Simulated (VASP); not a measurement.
## Bi2Te3: single point with PBE

Bi2Te3:

```
Bi Te
1.0
     2.19573    1.26770   10.45354
    -2.19573    1.26770   10.45354
     0.00000   -2.53541   10.45354
Bi Te
2 3
Direct
  0.39836 0.39836 0.39836
  0.60164 0.60164 0.60164
  0.21359 0.21359 0.21359
  0.78641 0.78641 0.78641
  0.00000 0.00000 0.00000
```

```yaml
Program: VASP 6.6.1
Task: single point
Functional: PBE
Potentials_or_basis: VASP PAW PBE potentials, release 64 (Bi_d, Te)
Cutoff: 520 eV
k_mesh: 8 × 8 × 8
Occupations: fermi-dirac, width 0.02 eV
Spin: no spin polarisation
```

| Property | Result |
| --- | --- |
| Pressure | 1.6 GPa |
| Largest force | 0.176 eV/Å |
| Band gap on the k mesh | 0.43 eV |

Forces on the atoms (eV/Å):
```
Bi   0.000  0.000 -0.069
Bi   0.000  0.000  0.069
Te   0.000  0.000 -0.176
Te   0.000  0.000  0.176
Te   0.000  0.000  0.000
```

Stress tensor (GPa, compression positive):
```
1.64 0.00 0.00
0.00 1.64 0.00
0.00 0.00 1.46
```

Levels at points of the mesh, in eV from the valence-band top:
```
           k point  band 21  band 22  band 23  band 24  band 25  band 26  band 27  band 28
(0.00, 0.00, 0.00)    -1.48    -0.74    -0.74     0.00     0.43     0.93     0.93     2.00
(0.50, 0.00, 0.00)    -2.64    -2.01    -0.84    -0.53     0.76     1.44     2.71     2.91
(0.50, 0.50, 0.00)    -1.75    -1.70    -1.22    -0.98     1.18     1.47     2.12     2.79
(0.50, 0.50, 0.50)    -1.32    -0.91    -0.91    -0.31     0.77     1.23     1.23     1.87
```

Wall time 14 min on 1 thread of Intel(R) Xeon(R) 6975P-C (Granite Rapids) (shared host), peak memory 1.1 GiB.

Caveat: spin-orbit coupling is left out, which moves the levels of the heavy elements. A k mesh can miss the band edges.
